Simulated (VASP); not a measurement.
The system is Co.

```
Co
1.0
     2.21108    0.00000    0.00000
     0.00000    2.21108    0.00000
     0.00000    0.00000    2.21108
Co
1
Direct
  0.00000 0.00000 0.00000
```

| Property | Result |
| --- | --- |
| Program | VASP 6.6.1 |
| Task | relaxation of cell and atoms |
| Functional | LDA |
| Potentials or basis | VASP PAW LDA potentials, release 64 (Co) |
| Cutoff | 600 eV |
| k mesh | 17 × 17 × 17 |
| Occupations | fermi-dirac, width 0.05 eV |
| Spin | collinear spin, ferromagnetic start |
| Starting moments | [1.7] μB |

At the start: pressure 11.4 GPa; volume 10.81 Å³/atom.

Question: How do energy, volume and symmetry change on relaxing?

Answer: Over 5 steps the energy falls by 19.0 meV/atom and the volume is 11.36 Å³/atom (+5.1 %); space group Pm-3m (No. 221, to 0.05 Å); moment 1.46 μB per cell.

The path:
| step | energy change (eV) | largest force (eV/Å) | pressure (GPa) | volume (Å³) |
| --- | --- | --- | --- | --- |
| 1 | 0.0000 | 0.0000 | 11.41 | 10.81 |
| 2 | 0.0032 | 0.0000 | -9.50 | 12.06 |
| 3 | -0.0190 | 0.0000 | -0.09 | 11.38 |
| 4 | -0.0190 | 0.0000 | 0.12 | 11.36 |
| 5 | -0.0190 | 0.0000 | 0.05 | 11.36 |

Final structure:
```
CELL_PARAMETERS angstrom
2.24824 0.00000 0.00000
0.00000 2.24824 0.00000
0.00000 0.00000 2.24824
ATOMIC_POSITIONS crystal
Co 0.00000 0.00000 0.00000
```
